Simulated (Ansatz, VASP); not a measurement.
# One calculation of Al2Au, two programs

File POSCAR:

```
Al2Au
1.0
    0.0065809318      3.0014157496      2.9693424717
    3.0041302588      0.0136626955      2.9622707245
    3.0446776133      3.0348913571     -0.0268846590
Al Au
2 1
Direct
    0.3017200000      0.2537600000      0.1846200000
    0.7680600000      0.7266100000      0.7436800000
    0.9971400000      0.9727200000      0.0173000000
```

INCAR.step1

```
ALGO     = Normal         # electronic algorithm
EDIFF    = 1E-5           # SCF threshold, eV
ENCUT    = 550            # plane-wave cutoff, eV
GGA      = PE             # functional
GGA_COMPAT= F            
ISMEAR   = -1             # smearing method
LASPH    = T              # aspherical terms in the spheres
LCHARG   = F              # write CHGCAR
LREAL    = F              # projectors in reciprocal space
LWAVE    = T              # write WAVECAR
NBANDS   = 16             # bands
NELM     = 120            # most SCF steps
PREC     = Accurate       # precision mode
SIGMA    = 0.02           # smearing width, eV
```

The input INCAR.step2:

```
ALGO     = Normal         # electronic algorithm
EDIFF    = 1E-6           # SCF threshold, eV
ENCUT    = 550            # plane-wave cutoff, eV
GGA_COMPAT= F            
ISIF     = 2              # what is computed and relaxed
ISMEAR   = -1             # smearing method
ISTART   = 1            
IVDW     = 12             # dispersion correction
LASPH    = T              # aspherical terms in the spheres
LCHARG   = F              # write CHGCAR
LMIXTAU  = T            
LREAL    = F              # projectors in reciprocal space
LWAVE    = F              # write WAVECAR
METAGGA  = R2SCAN         # meta-GGA
NBANDS   = 16             # bands
NELM     = 120            # most SCF steps
PREC     = Accurate       # precision mode
SIGMA    = 0.02           # smearing width, eV
VDW_A1   = 0.49484001   
VDW_A2   = 5.73083694   
VDW_S6   = 1.0          
VDW_S8   = 0.78981345
```

The input KPOINTS:

```
k-points
0
Gamma
  5 5 5
```

Input for Ansatz:

```yaml
crystal:
  lattice:
    - [0.006580931800526081, 3.001415749627148, 2.9693424716586785]
    - [3.004130258786878, 0.013662695549341816, 2.9622707245488287]
    - [3.0446776133204088, 3.034891357050829, -0.026884658984188736]
  atoms:
    - { symbol: Al, position: [0.30172, 0.25376, 0.18462] }
    - { symbol: Al, position: [0.76806, 0.72661, 0.74368] }
    - { symbol: Au, position: [0.99714, 0.97272, 0.0173] }
basis:
  ecutwfc: 650.0
  xc_grid: 2
kpoints:
  mp_grid:
    grid: [5, 5, 5]
hamiltonian:
  xc: r2scan
  dispersion: d3bj
scf:
  convergence:
    dr2_threshold: 1.0e-09
  occupations:
    method: fermi_dirac
    width: 0.02
output:
  forces: true
  stress: true
```

Alike in both runs: task single point; functional r2SCAN; dispersion D3(BJ); k mesh 5 × 5 × 5; occupations fermi-dirac, width 0.02 eV; no spin polarisation.

```csv
,VASP,Ansatz
version,VASP 6.6.1,Ansatz 0.2.0
potentials or method,"VASP PAW PBE potentials, release 64 (Al, Au), cutoff 550 eV","plane waves, PAW"
valence electrons in the cell,17,25
```

```tsv
	VASP	Ansatz	Ansatz less VASP
pressure (GPa)	0.8	1.1	+0.31
traceless stress, the component that is largest in VASP (GPa)	-4.70	-4.72	-0.018
rms of the force components (eV/Å)	0.691	0.692	+0.0013
```

VASP's potentials were made for PBE, not for r2SCAN. Atom by atom the forces differ by 0.002 eV/Å (rms over components). VASP's potentials hold 17 valence electrons a cell and Ansatz's 25, so a difference there can come from the potentials and not from the codes. Ansatz's warnings: dispersion damping borrowed, stress scf threshold loose.

The k mesh is coarse, so the values compare programs but aren't converged. Spin-orbit coupling is off throughout.
